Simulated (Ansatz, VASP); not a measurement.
**Ba3Ti4O11: VASP beside Ansatz**

```
Ti O Ba
1.0
     3.95574    0.00000    0.00000
     0.00000    4.04332    0.00000
     0.00000    0.00000   26.86723
Ti O Ba
4 11 3
Direct
  0.50000 0.52006 0.27915
  0.50000 0.52006 0.42638
  0.50000 0.52006 0.57362
  0.50000 0.52006 0.72085
  0.50000 0.97524 0.27915
  0.00000 0.48590 0.27915
  0.50000 0.48590 0.35277
  0.50000 0.97524 0.42638
  0.00000 0.48590 0.42638
  0.50000 0.48590 0.50000
  0.50000 0.97524 0.57362
  0.00000 0.48590 0.57362
  0.50000 0.48590 0.64723
  0.50000 0.97524 0.72085
  0.00000 0.48590 0.72085
  0.00000 0.00490 0.35277
  0.00000 0.00490 0.50000
  0.00000 0.00490 0.64723
```

Alike in both runs: task single point; functional PBEsol; k mesh 7 × 7 × 1; occupations gaussian, width 0.05 eV; no spin polarisation.

|  | VASP | Ansatz |
| --- | --- | --- |
| version | VASP 6.6.1 | Ansatz 0.2.0 |
| potentials or method | VASP PAW PBE potentials, release 64 (Ti_sv, O, Ba_sv), cutoff 520 eV | scalar-relativistic, plane waves, PAW |
| valence electrons in the cell | 144 | 144 |

|  | VASP | Ansatz | Ansatz less VASP |
| --- | --- | --- | --- |
| gap on the k mesh at the Fermi level (eV) | 1.29 | 1.33 | +0.045 |
| least direct gap on the mesh (eV) | 1.98 | 2.01 | +0.033 |
| rms of the force components (eV/Å) | 0.531 | 0.545 | +0.0135 |

VASP's potentials were made for PBE, not for PBEsol. Ansatz's warnings: xc potential rough in thin density.

Spin-orbit coupling is off throughout.
